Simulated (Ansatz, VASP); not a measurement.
Two plane-wave programs on MoS2

```
Mo S
1.0
     3.17793    0.00000    0.00000
    -1.58897    2.75217    0.00000
     0.00000    0.00000    6.52620
Mo S
1 2
Direct
  0.00000 0.00000 0.00000
  0.33333 0.66667 0.21071
  0.33333 0.66667 0.78929
```

Alike in both runs: task single point; functional PBE; dispersion D3(BJ); k mesh 12 × 12 × 4; occupations gaussian, width 0.05 eV; no spin polarisation.

```csv
,VASP,Ansatz
version,VASP 6.6.1,Ansatz 0.2.0
potentials or method,"VASP PAW PBE potentials, release 64 (Mo_sv, S), cutoff 500 eV","scalar-relativistic, plane waves, PAW"
valence electrons in the cell,26,26
```

VASP gave:

* gap on the k mesh at the Fermi level (eV): none
* pressure (GPa): 18.3
* traceless stress, the component that is largest in VASP (GPa): 13.50
* rms of the force components (eV/Å): 2.035

**Question.** Estimate Ansatz's values.

**Answer.** gap on the k mesh at the Fermi level (eV): none; pressure (GPa): 18.6; traceless stress, the component that is largest in VASP (GPa): 13.50; rms of the force components (eV/Å): 2.047.

Atom by atom the forces differ by 0.012 eV/Å (rms over components). A gap of «none» marks a metal or a gap that the smearing closes.
